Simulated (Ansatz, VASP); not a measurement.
# HfN: VASP beside Ansatz

```
Hf N
1.0
     0.00000    2.18850    2.18850
     2.18850    0.00000    2.18850
     2.18850    2.18850    0.00000
Hf N
1 1
Direct
  0.00000 0.00000 0.00000
  0.50000 0.50000 0.50000
```

Change from the starting cell: volume scaled by 0.94, PAW files.

Alike in both runs: task single point; functional LDA; k mesh 15 × 15 × 15; occupations fermi-dirac, width 0.1 eV; no spin polarisation.

```csv
,VASP,Ansatz
version,VASP 6.6.1,Ansatz 0.2.0
potentials or method,"VASP PAW LDA potentials, release 64 (Hf_pv, N)","PAW with Ansatz's default frozen-core files, scalar-relativistic"
plane-wave cutoff (eV),520,420
valence electrons in the cell,15,31
```

Ansatz gave:

| Property | Result |
| --- | --- |
| pressure (GPa) | 21.3 |

Question: Which values does VASP return?

Answer: Pressure (GPa): 20.2.

LDA's correlation is that of Perdew and Zunger in VASP and of Perdew and Wang (1992) in Ansatz. VASP's potentials hold 15 valence electrons a cell and Ansatz's 31, so a difference there can come from the potentials and not from the codes.

Neither program's run includes spin-orbit coupling.
